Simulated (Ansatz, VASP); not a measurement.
## CsBr in VASP and in Ansatz

```
CELL_PARAMETERS angstrom
4.43444 0.00000 0.00000
0.00000 4.43444 0.00000
0.00000 0.00000 4.43444
ATOMIC_POSITIONS crystal
Cs 0.00000 0.00000 0.00000
Br 0.50000 0.50000 0.50000
```

Alike in both runs: task single point; functional PBE; k mesh 6 × 6 × 6; no spin polarisation.

```csv
,VASP,Ansatz
version,VASP 6.6.1,Ansatz 0.2.0
potentials or method,"VASP PAW PBE potentials, release 64 (Cs_sv, Br)","plane waves, PAW"
plane-wave cutoff (eV),500,420
occupations,"gaussian, width 0.01 eV",fixed
valence electrons in the cell,16,16
```

VASP gave:

| Quantity | Value |
| --- | --- |
| gap on the k mesh at the Fermi level (eV) | 4.14 |
| pressure (GPa) | -0.3 |

Question: What did Ansatz give for the same quantities?

Answer: gap on the k mesh at the Fermi level (eV): 4.15; pressure (GPa): -0.3.

Neither program's run includes spin-orbit coupling.
